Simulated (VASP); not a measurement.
# WSe2 in VASP: a series of runs

Runs on WSe2. Level: PBEsol. Tasks: single point.

Everything below comes from runs of VASP 6.6.1. Logs are shortened: lines on timing, memory, paths and dates and some standing lists are left out, and cuts for length are marked.

### 1 The cell of the first run

The cell holds a slab with vacuum, 6 atoms: a = 3.271 Å, b = 3.271 Å, c = 23.987 Å, α = 90.00°, β = 90.00°, γ = 120.00°.

### 2 Single point, PBEsol (atom 1 (W) moved by -0.553 Å along [1 0 0] and -0.553 Å along [0 0 1])

File INCAR:

```
SYSTEM = WSe2
ALGO = Normal
EDIFF = 1E-6
ENCUT = 520
GGA = PS
ISIF = 2
ISMEAR = 0
LASPH = .TRUE.
LCHARG = .FALSE.
LREAL = .FALSE.
LWAVE = .FALSE.
NBANDS = 35
NELM = 80
PREC = Accurate
SIGMA = 0.05
```

File KPOINTS:

```
k-points
0
G
  9 9 2
  0 0 0
```

File POSCAR:

```
WSe2
1.0
    3.2705808386      0.0000000000      0.0000000000
   -1.6352904193      2.8324060913      0.0000000000
    0.0000000000      0.0000000000     23.9869951139
W Se
2 4
Direct
    0.4974918236      0.3333333333      0.1145554758
    0.3333333333      0.6666666667      0.8623778584
    0.3333333333      0.6666666667      0.2073407565
    0.6666666667      0.3333333333      0.9321940382
    0.3333333333      0.6666666667      0.0678059618
    0.6666666667      0.3333333333      0.7926592435
```

Potentials or basis: VASP PAW PBE potentials, release 64 (W_sv, Se).

On the command line:

```sh
$ cat potpaw_PBE.64/W_sv/POTCAR potpaw_PBE.64/Se/POTCAR > POTCAR
$ mpirun -np 1 vasp_std > vasp.out
```

OUTCAR:

```text
SYSTEM = WSe2
   EDIFF = 1E-6
   ENCUT = 520
   GGA = PS
   ISIF = 2
   ISMEAR = 0
   LASPH = .TRUE.
   LREAL = .FALSE.
   NELM = 80
   PREC = Accurate

 ion  position               nearest neighbor table
   1  0.497  0.333  0.115-   5 1.82   5 2.26   5 2.63   3 2.65   3 2.97
   2  0.333  0.667  0.862-   6 2.52   6 2.52   6 2.52   4 2.52   4 2.52   4 2.52
   3  0.333  0.667  0.207-   1 2.65   1 2.97
   4  0.667  0.333  0.932-   2 2.52   2 2.52   2 2.52
   5  0.333  0.667  0.068-   1 1.82   1 2.26   1 2.63
   6  0.667  0.333  0.793-   2 2.52   2 2.52   2 2.52

  LATTYP: Found a hexagonal cell.
 ALAT       =     3.2705808386
 C/A-ratio  =     7.3341697691

  Lattice vectors:

 A1 = (   3.2705808386,   0.0000000000,   0.0000000000)
 A2 = (  -1.6352904193,   2.8324060913,   0.0000000000)
 A3 = (   0.0000000000,   0.0000000000,  23.9869951139)

Analysis of symmetry for initial positions (statically):
=====================================================================
 Subroutine PRICEL returns:
 Original cell was already a primitive cell.

 Routine SETGRP: Setting up the symmetry group for a
 hexagonal supercell.

 Subroutine GETGRP returns: Found  1 space group operations
 (whereof  1 operations were pure point group operations)
 out of a pool of 24 trial point group operations.

The static configuration has the point symmetry C_1 .

Analysis of symmetry for dynamics (positions and initial velocities):
=====================================================================
 Subroutine PRICEL returns:
 Original cell was already a primitive cell.

 Routine SETGRP: Setting up the symmetry group for a
 hexagonal supercell.

 Subroutine GETGRP returns: Found  1 space group operations
 (whereof  1 operations were pure point group operations)
 out of a pool of 24 trial point group operations.

The dynamic configuration has the point symmetry C_1 .

 Subroutine INISYM returns: Found  1 space group operations
 (whereof  1 operations are pure point group operations),
 and found     1 'primitive' translations

----------------------------------------------------------------------------------------

                                     Primitive cell

  volume of cell :     222.2062

  direct lattice vectors                    reciprocal lattice vectors
     3.270580839  0.000000000  0.000000000     0.305756087  0.176528359  0.000000000
    -1.635290419  2.832406091  0.000000000     0.000000000  0.353056718  0.000000000
     0.000000000  0.000000000 23.986995114     0.000000000  0.000000000  0.041689257

  length of vectors
     3.270580839  3.270580839 23.986995114     0.353056718  0.353056718  0.041689257

  position of ions in fractional coordinates (direct lattice)
     0.497491824  0.333333333  0.114555476
     0.333333333  0.666666667  0.862377858
     0.333333333  0.666666667  0.207340757
     0.666666667  0.333333333  0.932194038
     0.333333333  0.666666667  0.067805962
     0.666666667  0.333333333  0.792659243

  ion indices of the primitive-cell ions
   primitive index   ion index
                 1           1
                 2           2
                 3           3
                 4           4
                 5           5
                 6           6

----------------------------------------------------------------------------------------

 KPOINTS: k-points

Automatic generation of k-mesh.
 Grid dimensions read from file:
 generate k-points for:    9    9    2

 Generating k-lattice:

  Cartesian coordinates                     Fractional coordinates (reciprocal lattice)
     0.033972899  0.019614262  0.000000000     0.111111111  0.000000000  0.000000000
     0.000000000  0.039228524  0.000000000     0.000000000  0.111111111  0.000000000
     0.000000000  0.000000000  0.020844628     0.000000000  0.000000000  0.500000000

  Length of vectors
     0.039228524  0.039228524  0.020844628

  Shift w.r.t. Gamma in fractional coordinates (k-lattice)
     0.000000000  0.000000000  0.000000000

 Subroutine IBZKPT returns following result:
 ===========================================

 Found     82 irreducible k-points:

 Following reciprocal coordinates:
            Coordinates               Weight
  0.000000  0.000000  0.000000      1.000000
  0.111111  0.000000  0.000000      2.000000
  0.000000  0.111111  0.000000      2.000000
 -0.111111  0.111111  0.000000      2.000000
  0.222222 -0.000000  0.000000      2.000000
  0.000000  0.222222  0.000000      2.000000
[... 16 lines left out ...]
  0.333333  0.111111  0.000000      2.000000
 -0.111111  0.444444  0.000000      2.000000
 [... further k-points ...]
   k-points           NKPTS =     82   k-points in BZ     NKDIM =     82   number of bands    NBANDS=     35
   number of dos      NEDOS =    301   number of ions     NIONS =      6
   total plane-waves  NPLWV = 103680
   dimension x,y,z NGX =    24 NGY =   24 NGZ =  180
   dimension x,y,z NGXF=    48 NGYF=   48 NGZF=  360
   ions per type =               2   4
   NGX,Y,Z   is equivalent  to a cutoff of  12.20, 12.20, 12.48 a.u.
   NGXF,Y,Z  is equivalent  to a cutoff of  24.40, 24.40, 24.95 a.u.
 SYSTEM =  WSe2
   PREC   = accura    normal or accurate (medium, high low for compatibility)
   ISTART =      0    job   : 0-new  1-cont  2-samecut
   ICHARG =      2    charge: 1-file 2-atom 10-const
   ISPIN  =      1    spin polarized calculation?
   LNONCOLLINEAR =      F non collinear calculations
   LSORBIT =      F    spin-orbit coupling
   LASPH  =      T    aspherical Exc in radial PAW
   ENCUT  =  520.0 eV  38.22 Ry    6.18 a.u.   6.08  6.08 44.60*2*pi/ulx,y,z
   NELM   =     80;   NELMIN=  2; NELMDL= -5     # of ELM steps
   EDIFF  = 0.1E-05   stopping-criterion for ELM
   LREAL  =      F    real-space projection
   EDIFFG = 0.1E-04   stopping-criterion for IOM
   NSW    =      0    number of steps for IOM
   IBRION =     -1    ionic relax: 0-MD 1-quasi-New 2-CG
   NFREE  =      0    steps in history (QN), initial steepest desc. (CG)
   ISIF   =      2    stress and relaxation
   ISYM   =      2    0-nonsym 1-usesym 2-fastsym
   POTIM  = 0.5000    time-step for ionic-motion
   TEBEG  =    0.0;   TEEND  =   0.0 temperature during run
   PSTRESS=    0.0 pullay stress
   NELECT =      52.0000    total number of electrons
   NUPDOWN=      -1.0000    fix difference up-down
   EMIN   =  10.00;   EMAX   =-10.00  energy-range for DOS
   EFERMI =   0.00;   METHOD = LEGACY
   ISMEAR =     0;   SIGMA  =   0.05  broadening in eV -4-tet -1-fermi 0-gaus
   EFERMI_NEDOS =   21; number of points for ismear=-14 and -15
   IALGO  =     38    algorithm
   IMIX   =      4    mixing-type and parameters
     AMIX     =   0.40;   BMIX     =  1.00
     AMIX_MAG =   1.60;   BMIX_MAG =  1.00
  volume/ion in A,a.u.               =      37.03       249.92
  Fermi-wavevector in a.u.,A,eV,Ry     =   1.008844  1.906438 13.847540  1.017765
  Thomas-Fermi vector in A             =   2.141735
   LORBIT       =      0    0 simple, 1 ext, 2 COOP (PROOUT), +10 PAW based schemes
   GGA     = PS    functional components
   LHFCALC =     F    Hartree Fock is set to
   AEXX    =    0.0000 exact exchange contribution
   IVDW    =     0    specifies the selected vdW correction
   LEPSILON=     F    determine dielectric tensor
   LRPA    =     F    only Hartree local field effects (RPA)
 non-spin polarized calculation
 Gauss-broadening in eV      SIGMA  =   0.05
  energy-cutoff  :      520.00
  volume of cell :      222.21
 maximum number of plane-waves:      6072
   NGX = 13   NGY = 13   NGZ = 89

 number of electron      52.0000003 magnetization

 Free energy of the ion-electron system (eV)
  ---------------------------------------------------
  ext. energy  EPLUGINS =         0.00000000
  ---------------------------------------------------
  free energy    TOTEN  =       -37.69586523 eV

  energy without entropy =      -37.69291440  energy(sigma->0) =      -37.69438982

 E-fermi :   1.7473     XC(G=0):  -6.3352

 val. band max:        1.7225275617   @ k =   0.0000   0.4444   0.0000
 cond. band min:       1.7955382655   @ k =   0.4444   0.1111   0.0000
 fundamental gap:      0.0730107039
 Fermi energy:         1.7473257461

 k-point     1 :       0.0000    0.0000    0.0000
  band No.  band energies     occupation
      1     -73.4863      2.00000
      2     -72.5080      2.00000
      3     -37.7948      2.00000
      4     -37.7542      2.00000
      5     -37.6023      2.00000
      6     -37.6000      2.00000
[... 27 lines left out ...]
     34       5.1629      0.00000
     35       5.6957      0.00000

 k-point     2 :       0.1111    0.0000    0.0000
  band No.  band energies     occupation
      1     -73.4850      2.00000
      2     -72.5065      2.00000
      3     -37.7997      2.00000
      4     -37.7485      2.00000
      5     -37.6315      2.00000
      6     -37.6074      2.00000
[... 27 lines left out ...]
     34       5.6086      0.00000
     35       5.8647      0.00000

 k-point     3 :       0.0000    0.1111    0.0000
  band No.  band energies     occupation
      1     -73.4850      2.00000
      2     -72.5061      2.00000
      3     -37.8122      2.00000
      4     -37.7485      2.00000
      5     -37.6297      2.00000
      6     -37.6092      2.00000
[... 27 lines left out ...]
     34       5.6147      0.00000
     35       5.9392      0.00000
[... 723 lines left out ...]
 k-point    23 :       0.3333    0.1111    0.0000
  band No.  band energies     occupation
      1     -73.4759      2.00000
      2     -72.4959      2.00000
      3     -37.8455      2.00000
      4     -37.8167      2.00000
      5     -37.7093      2.00000
      6     -37.6695      2.00000
[... 27 lines left out ...]
     34       5.6832      0.00000
     35       6.2906      0.00000

 k-point    24 :      -0.1111    0.4444    0.0000
  band No.  band energies     occupation
      1     -73.4759      2.00000
      2     -72.4924      2.00000
      3     -37.9686      2.00000
      4     -37.8153      2.00000
      5     -37.7093      2.00000
      6     -37.6709      2.00000
[... 27 lines left out ...]
     34       4.8770      0.00000
     35       6.2708      0.00000

 [... further k-points ...]

------------------------ aborting loop because EDIFF is reached ----------------------------------------

  FORCE on cell =-STRESS in cart. coord.  units (eV):
  Direction    XX          YY          ZZ          XY          YZ          ZX
  --------------------------------------------------------------------------------------
  -------------------------------------------------------------------------------------
  Total       18.5896781     19.0895416     19.5457352    -17.8512935    -13.6507533     18.1943180
  in kB      134.0374623    137.6416362    140.9309368   -128.7134762    -98.4262513    131.1867908
  external PRESSURE =     137.5366785 kB  Pullay stress =       0.0000000 kB

 VOLUME and BASIS-vectors are now :
 -----------------------------------------------------------------------------
  energy-cutoff  :      520.00
  volume of cell :      222.21
      direct lattice vectors                 reciprocal lattice vectors
     3.270580839  0.000000000  0.000000000     0.305756087  0.176528359  0.000000000
    -1.635290419  2.832406091  0.000000000     0.000000000  0.353056718  0.000000000
     0.000000000  0.000000000 23.986995114     0.000000000  0.000000000  0.041689257

 POSITION                                       TOTAL-FORCE (eV/Angst)
 -----------------------------------------------------------------------------------
      1.08199      0.94414      2.74784        16.943523    -11.254746     21.889734
     -0.00000      1.88827     20.68585         0.000288      0.012257     -0.008604
     -0.00000      1.88827      4.97348        -0.234412     -0.291109     -1.586497
      1.63529      0.94414     22.36053         0.004327      0.003585      0.056685
     -0.00000      1.88827      1.62646       -16.714469     11.532473    -20.278592
      1.63529      0.94414     19.01351         0.000744     -0.002460     -0.072727
 -----------------------------------------------------------------------------------
    total drift:                                0.000027     -0.000034      0.000556

  FREE ENERGIE OF THE ION-ELECTRON SYSTEM (eV)
  ---------------------------------------------------
  free  energy   TOTEN  =       -37.6958652343 eV

  energy  without entropy=      -37.6929143966  energy(sigma->0) =      -37.69438982
```

Run time: 8.2 min. Hardware: 1 thread of Intel Xeon Platinum 8559C (Emerald Rapids), shared host; peak memory 0.67 GiB.

Results:

- Free energy: -37.6959 eV
- Largest force: 29.882 eV/Å
- Band gap on the k mesh: zero (bands 26 and 27 overlap by 0.95 eV)

Forces in eV/Å, atoms in the order of the input:
```
W    16.944 -11.255  21.890
W     0.000   0.012  -0.009
Se   -0.234  -0.291  -1.586
Se    0.004   0.004   0.057
Se  -16.714  11.532 -20.279
Se    0.001  -0.002  -0.073
```

Caveat: the cell differs from its parent crystal (atom 1 (W) moved by -0.553 Å along [1 0 0] and -0.553 Å along [0 0 1]); atoms lie so close that the PAW spheres overlap strongly, which falsifies energies and pressures; there is no dipole correction, which matters where the two faces differ; the PAW data sets were made with another functional, which shifts forces and pressure a little; spin-orbit coupling is left out, which moves the levels of the heavy elements.

### 3 Single point, PBEsol (atom 1 (W) moved by -0.553 Å along [1 0 0] and +0.553 Å along [0 0 1])

File INCAR:

```
  PREC = Accurate
  ENCUT = 520
  EDIFF = 1E-6
  ISMEAR = 0
  SIGMA = 0.05
  LREAL = F
  LASPH = T
  NELM = 100
  ALGO = Normal
  ISIF = 2
  LWAVE = F
  LCHARG = F
  GGA = PS
  NBANDS = 35
```

File KPOINTS:

```
Automatic mesh
0
Gamma
  9 9 2
```

Edit POSCAR of step 2 so:

```diff
@@ -8,3 +8,3 @@
 Direct
-    0.4974918236      0.3333333333      0.1145554758
+    0.4974918236      0.3333333333      0.1606888074
     0.3333333333      0.6666666667      0.8623778584
```

Potentials or basis: VASP PAW PBE potentials, release 64 (W_sv, Se).

On the command line:

```sh
$ cat potpaw_PBE.64/W_sv/POTCAR potpaw_PBE.64/Se/POTCAR > POTCAR
$ mpirun -np 1 vasp_std > vasp.out
```

Wall time 8 min (1 thread of Intel Xeon Platinum 8559C (Emerald Rapids), shared host); peak memory 0.68 GiB.

The run converged. Its results:

```
Free energy            : -37.6412 eV
Largest force          : 29.954 eV/Å
Band gap on the k mesh : zero (bands 26 and 27 overlap by 0.73 eV)
```

Forces on the atoms (eV/Å):
```
W    17.039 -11.327 -21.877
W    -0.003  -0.002  -0.001
Se  -16.826  11.614  20.319
Se   -0.008  -0.001   0.077
Se   -0.201  -0.285   1.548
Se   -0.001   0.000  -0.066
```

Levels at points of the mesh, in eV from the Fermi level:
```csv
k point,band 24,band 25,band 26,band 27,band 28,band 29
"(0.00, 0.00, 0.00)",-0.74,-0.31,0.60,1.34,1.50,2.09
"(0.00, 0.00, 0.50)",-0.74,-0.31,0.60,1.34,1.50,2.09
```

Caveat: the cell differs from its parent crystal (atom 1 (W) moved by -0.553 Å along [1 0 0] and +0.553 Å along [0 0 1]); atoms lie so close that the PAW spheres overlap strongly, which falsifies energies and pressures; there is no dipole correction, which matters where the two faces differ; the PAW data sets were made with another functional, which shifts forces and pressure a little; spin-orbit coupling is left out, which moves the levels of the heavy elements.

(Continued in part 2 of 2.)

The gap in the log of VASP goes by the Fermi energy; the results here count the filled bands.